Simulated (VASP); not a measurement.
**Al5Cl2: relaxation of cell and atoms with PBE**

Al5Cl2:

```xyz
7
Lattice="4.2414 0.0000 0.0000 -2.1207 3.6732 0.0000 0.0000 0.0000 8.9091" Properties=species:S:1:pos:R:3 pbc="T T T"
Al    0.0000    0.0000    0.0000
Al    0.0000    0.0000    4.4545
Al    2.1207    0.0000    4.4545
Al   -1.0603    1.8366    4.4545
Al    1.0603    1.8366    4.4545
Cl    0.0000    2.4488    0.0000
Cl    2.1207    1.2244    0.0000
```

The cell was built from a structure type or drawn by symmetry, and may not be a known phase.

* Program: VASP 6.6.1
* Task: relaxation of cell and atoms
* Functional: PBE
* Potentials or basis: VASP PAW PBE potentials, release 64 (Al, Cl)
* Cutoff: 600 eV
* k mesh: 6 × 6 × 2
* Occupations: gaussian, width 0.1 eV
* Spin: no spin polarisation
* Dipole correction: no
* Further INCAR settings: ALGO = Normal; EDIFF = 1e-06; IBRION = 2; EDIFFG = -0.04; NSW = 90; ISIF = 3

* Relaxed volume: 20.66 Å³/atom
* Relaxed cell: a = 5.539 Å, b = 5.539 Å, c = 5.443 Å, α = 90.00°, β = 90.00°, γ = 120.00°
* Space group after relaxing (to 0.1 Å): P6/mmm (No. 191)
* Pressure after relaxing: 0.0 GPa
* Band gap on the k mesh: zero (an odd number of electrons rules out a gap without spin polarisation)

Stress tensor (GPa, compression positive):
```
 0.16  0.00  0.00
 0.00  0.16  0.00
 0.00  0.00 -0.28
```

Final structure:
```
Al Cl
1.0
     5.53857    0.00000    0.00000
    -2.76928    4.79654    0.00000
     0.00000    0.00000    5.44337
Al Cl
5 2
Direct
  0.00000 0.00000 0.00000
  0.00000 0.00000 0.50000
  0.50000 0.00000 0.50000
  0.00000 0.50000 0.50000
  0.50000 0.50000 0.50000
  0.33333 0.66667 0.00000
  0.66667 0.33333 0.00000
```

Levels at points of the mesh, in eV from the Fermi level:
| k point | band 11 | band 12 | band 13 | band 14 | band 15 | band 16 | band 17 | band 18 |
| --- | --- | --- | --- | --- | --- | --- | --- | --- |
| (0.00, 0.00, 0.00) | -2.73 | -2.10 | -2.10 | -1.29 | -1.29 | -1.24 | -0.40 | 2.70 |
| (0.50, 0.00, 0.00) | -3.13 | -2.80 | -1.93 | -1.50 | 1.11 | 1.49 | 1.72 | 2.24 |
| (0.00, 0.00, 0.50) | -2.98 | -2.98 | -2.23 | -2.23 | -1.94 | -0.79 | 0.47 | 2.15 |
| (0.50, 0.00, 0.50) | -2.74 | -2.66 | -1.88 | 0.11 | 1.46 | 1.50 | 1.60 | 1.72 |

Run time: 7.2 min on 1 thread of AMD EPYC 9R45 96-Core Processor (Zen 5) (shared host), peak memory 0.29 GiB.

Caveat: a cell axis changed by over 15 % at a fixed basis, so the end point is rough; an odd number of electrons without spin polarisation forces a metal; a magnetic or distorted state may lie lower.
